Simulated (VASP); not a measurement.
# BN (F-43m) in VASP: further runs

The runs below take BN through vibrations by perturbation theory, with PBE.

Program: VASP 6.6.1. These are calculated values, not measurements. Logs are shortened: lines on timing, memory, paths and dates and some standing lists are left out, and cuts for length are marked.

### Step 1. The cell of the first run

The structure is cubic, space group F-43m (No. 216). Conventional cell: a = 3.553 Å, b = 3.553 Å, c = 3.553 Å, α = 90.00°, β = 90.00°, γ = 90.00°. B (site symmetry -43m) has 4 N at 1.54 Å within 2.0 Å. Within 2.0 Å of N (site symmetry -43m) lie 4 B at 1.54 Å.

### Step 2. Vibrations by perturbation theory, PBE

INCAR

```
  PREC = Accurate
  ENCUT = 520
  EDIFF = 1E-8
  ISMEAR = 0
  SIGMA = 0.01
  LREAL = False
  LASPH = True
  NELM = 60
  ALGO = Normal
  ISIF = 2
  LWAVE = False
  LCHARG = True
  GGA = PE
  NBANDS = 11
  IBRION = 8
  NSW = 1
  LEPSILON = True
```

KPOINTS

```
regular mesh
0
Gamma
  12 12 12
```

POSCAR

```
BN
1.0
    0.0000000000      1.7763169951      1.7763169951
    1.7763169951      0.0000000000      1.7763169951
    1.7763169951      1.7763169951      0.0000000000
B N
1 1
Direct
    0.0000000000      0.0000000000      0.0000000000
    0.7500000000      0.7500000000      0.7500000000
```

Potentials or basis: VASP PAW PBE potentials, release 64 (B, N).

The run is started by

```sh
$ cat potpaw_PBE.64/B/POTCAR potpaw_PBE.64/N/POTCAR > POTCAR
$ mpirun -np 1 vasp_std > vasp.out
```

OUTCAR:

```text
PREC = Accurate
   ENCUT = 520
   EDIFF = 1E-8
   ISMEAR = 0
   LREAL = False
   LASPH = True
   NELM = 60
   ISIF = 2
   GGA = PE
   IBRION = 8
   NSW = 1
   LEPSILON = True

 ion  position               nearest neighbor table
   1  0.000  0.000  0.000-   2 1.54   2 1.54   2 1.54   2 1.54
   2  0.750  0.750  0.750-   1 1.54   1 1.54   1 1.54   1 1.54

  LATTYP: Found a face centered cubic cell.
 ALAT       =     3.5526339902

  Lattice vectors:

 A1 = (   0.0000000000,   1.7763169951,   1.7763169951)
 A2 = (   1.7763169951,   0.0000000000,   1.7763169951)
 A3 = (   1.7763169951,   1.7763169951,   0.0000000000)

Analysis of symmetry for initial positions (statically):
=====================================================================
 Subroutine PRICEL returns:
 Original cell was already a primitive cell.

 Routine SETGRP: Setting up the symmetry group for a
 face centered cubic supercell.

 Subroutine GETGRP returns: Found 24 space group operations
 (whereof 24 operations were pure point group operations)
 out of a pool of 48 trial point group operations.

The static configuration has the point symmetry T_d .

Analysis of symmetry for dynamics (positions and initial velocities):
=====================================================================
 Subroutine PRICEL returns:
 Original cell was already a primitive cell.

 Routine SETGRP: Setting up the symmetry group for a
 face centered cubic supercell.

 Subroutine GETGRP returns: Found 24 space group operations
 (whereof 24 operations were pure point group operations)
 out of a pool of 48 trial point group operations.

The dynamic configuration has the point symmetry T_d .

 Subroutine INISYM returns: Found 24 space group operations
 (whereof 24 operations are pure point group operations),
 and found     1 'primitive' translations

----------------------------------------------------------------------------------------

                                     Primitive cell

  volume of cell :      11.2096

  direct lattice vectors                    reciprocal lattice vectors
     0.000000000  1.776316995  1.776316995    -0.281481290  0.281481290  0.281481290
     1.776316995  0.000000000  1.776316995     0.281481290 -0.281481290  0.281481290
     1.776316995  1.776316995  0.000000000     0.281481290  0.281481290 -0.281481290

  length of vectors
     2.512091586  2.512091586  2.512091586     0.487539896  0.487539896  0.487539896

  position of ions in fractional coordinates (direct lattice)
     0.000000000  0.000000000  0.000000000
     0.750000000  0.750000000  0.750000000

  ion indices of the primitive-cell ions
   primitive index   ion index
                 1           1
                 2           2

----------------------------------------------------------------------------------------

 KPOINTS: regular mesh

Automatic generation of k-mesh.
 Grid dimensions read from file:
 generate k-points for:   12   12   12

 Generating k-lattice:

  Cartesian coordinates                     Fractional coordinates (reciprocal lattice)
    -0.023456774  0.023456774  0.023456774     0.083333333  0.000000000  0.000000000
     0.023456774 -0.023456774  0.023456774     0.000000000  0.083333333  0.000000000
[... 484 lines left out ...]
  ---------------------------------------------------
  free energy    TOTEN  =        -0.11881419 eV

  energy without entropy =       -0.11881419

------------------------ aborting loop because EDIFF is reached ----------------------------------------

--------------------------------------- Ionic step        2  -------------------------------------------

------------------------ aborting loop because EDIFF is reached ----------------------------------------

--------------------------------------- Ionic step        3  -------------------------------------------

------------------------ aborting loop because EDIFF is reached ----------------------------------------

 PIEZOELECTRIC TENSOR FIELD DIRECTION 3  (e Angst)
 -----------------------------------------------------------------------------
    -0.00033  0.72709  0.00000           ( -0.00000  0.00362  0.00000)
     0.72709 -0.00033  0.00000           (  0.00362 -0.00000  0.00000)
     0.00000  0.00000  0.00027           (  0.00000  0.00000 -0.00000)

 PIEZOELECTRIC TENSOR FIELD DIRECTION 3  (C/m^2)
 -----------------------------------------------------------------------------
    -0.00047  1.03923  0.00000
     1.03923 -0.00047  0.00000
     0.00000  0.00000  0.00039

--------------------------------------- Ionic step        4  -------------------------------------------

------------------------ aborting loop because EDIFF is reached ----------------------------------------

[... ionic steps 5 to 6 ...]

--------------------------------------- Ionic step        7  -------------------------------------------

 Free energy of the ion-electron system (eV)
  ---------------------------------------------------
  ---------------------------------------------------
  free energy    TOTEN  =        -0.23206631 eV

  energy without entropy =       -0.23206631

------------------------ aborting loop because EDIFF is reached ----------------------------------------

 INTERNAL STRAIN TENSOR  FOR ION    2  DIRECTION 1   (eV/Angst):
 -----------------------------------------------------------------------------
     0.00880  0.00000  0.00000
     0.00000 -0.00326  4.51496
     0.00000  4.51496 -0.00326

 MACROSCOPIC STATIC DIELECTRIC TENSOR (including local field effects in DFT)
 ------------------------------------------------------
           4.557102     0.000000     0.000000
          -0.000000     4.557102    -0.000000
          -0.000000    -0.000000     4.557102
 ------------------------------------------------------

 PIEZOELECTRIC TENSOR (including local field effects)  for field in x, y, z        (e  Angst)
          XX          YY          ZZ          XY          YZ          ZX
  --------------------------------------------------------------------------------
  x     0.00000    -0.00000    -0.00000     0.00000     0.72759     0.00000
  y    -0.00000    -0.00000     0.00000     0.00000     0.00000     0.72759
  z    -0.00000     0.00000     0.00000     0.72759     0.00000     0.00000

 PIEZOELECTRIC TENSOR (including local field effects)  for field in x, y, z        (C/m^2)
          XX          YY          ZZ          XY          YZ          ZX
  --------------------------------------------------------------------------------
  x     0.00000    -0.00000    -0.00000     0.00000     1.03994     0.00000
  y    -0.00000    -0.00000     0.00000     0.00000     0.00000     1.03994
  z    -0.00000     0.00000     0.00000     1.03994     0.00000     0.00000

 BORN EFFECTIVE CHARGES (including local field effects) (in |e|, cummulative output)
 ---------------------------------------------------------------------------------
 ion    1
    1     1.88285     0.00000     0.00000
    2     0.00000     1.88285     0.00000
    3     0.00000    -0.00000     1.88285
 ion    2
    1    -1.88285    -0.00000    -0.00000
    2    -0.00000    -1.88285    -0.00000
    3     0.00000     0.00000    -1.88285

 INTERNAL STRAIN TENSOR FOR ION    2 for displacements in x,y,z  (eV/Angst):
          X           Y           Z          XY          YZ          ZX
  --------------------------------------------------------------------------------
  x     0.00000     0.00000     0.00000     0.00000     4.51496     0.00000
  y     0.00000    -0.00000     0.00000     0.00000     0.00000     4.51496
  z     0.00000     0.00000     0.00000     4.51496     0.00000     0.00000

 SECOND DERIVATIVES (NOT SYMMETRIZED)
 ------------------------------------
               1X          1Y          1Z          2X          2Y          2Z
  1X   -27.490181    0.000000    0.000000   27.490181    0.000000    0.000000
  1Y     0.000000  -27.490181    0.000000    0.000000   27.490181    0.000000
  1Z     0.000000    0.000000  -27.490181    0.000000    0.000000   27.490181
  2X    27.479929    0.000000    0.000000  -27.479929    0.000000    0.000000
  2Y     0.000000   27.479929    0.000000    0.000000  -27.479929    0.000000
  2Z     0.000000    0.000000   27.479929    0.000000    0.000000  -27.479929

 Eigenvectors and eigenvalues of the dynamical matrix
 ----------------------------------------------------

   1 f  =   33.183536 THz   208.498307 2PiTHz 1106.883622 cm-1   137.236017 meV
             X         Y         Z           dx          dy          dz
      0.000000  0.000000  0.000000     0.000000   -0.000000    0.751249
      2.664475  2.664475  2.664475     0.000000   -0.000000   -0.660019
[... 21 lines left out ...]
   6 f/i=    0.003068 THz     0.019280 2PiTHz    0.102352 cm-1     0.012690 meV
             X         Y         Z           dx          dy          dz
      0.000000  0.000000  0.000000     0.345459   -0.287917   -0.483101
      2.664475  2.664475  2.664475     0.393210   -0.327714   -0.549877

--------------------------------------------------------------------------------------------------------

 MACROSCOPIC STATIC DIELECTRIC TENSOR IONIC CONTRIBUTION
 ------------------------------------------------------
           2.082145     0.000000     0.000000
           0.000000     2.082145     0.000000
           0.000000     0.000000     2.082145
 ------------------------------------------------------

 ELASTIC MODULI CONTR FROM IONIC RELAXATION (kBar)
 Direction    XX          YY          ZZ          XY          YZ          ZX
 --------------------------------------------------------------------------------
 XX          -0.0000      0.0000      0.0000      0.0000     -0.0000     -0.0000
 YY           0.0000     -0.0000      0.0000      0.0000      0.0000      0.0000
 ZZ           0.0000      0.0000     -0.0000     -0.0000      0.0000     -0.0000
 XY           0.0000      0.0000     -0.0000   -102.0338      0.0000      0.0000
 YZ          -0.0000      0.0000      0.0000      0.0000   -102.0338      0.0000
 ZX          -0.0000      0.0000     -0.0000      0.0000      0.0000   -102.0338
 --------------------------------------------------------------------------------

 PIEZOELECTRIC TENSOR IONIC CONTR  for field in x, y, z        (C/m^2)
          XX          YY          ZZ          XY          YZ          ZX
  --------------------------------------------------------------------------------
  x    -0.00000     0.00000     0.00000    -0.00000    -0.43371    -0.00000
  y    -0.00000     0.00000    -0.00000    -0.00000    -0.00000    -0.43371
  z     0.00000     0.00000    -0.00000    -0.43371     0.00000     0.00000
```

It took 1.8 min on 1 thread of Intel Xeon 6975P-C (Granite Rapids), shared host; peak memory 0.19 GiB.

Results:

```yaml
Electronic_dielectric_tensor_diagonal: 4.56
Born_charges_mean_of_the_diagonal: B +1.88; N -1.88 e
Highest_phonon_frequency_at_Γ_LO-TO_splitting_left_out: 1107 cm⁻¹
```

Phonon frequencies in cm⁻¹ (negative: imaginary):
```csv
q point,frequencies
"(0.000, 0.000, 0.000)",0 0 0 1107 1107 1107
```

Electronic dielectric tensor:
```
4.56 0.00 0.00
0.00 4.56 0.00
0.00 0.00 4.56
```

Born effective charge tensors (e):
atom 1, B
```
1.88 0.00 0.00
0.00 1.88 0.00
0.00 0.00 1.88
```
atom 2, N
```
-1.88  0.00  0.00
 0.00 -1.88  0.00
 0.00  0.00 -1.88
```

Caveat: the cell wasn't relaxed at this level first, which shifts response properties.

(Part 1 of 3 ends here.)
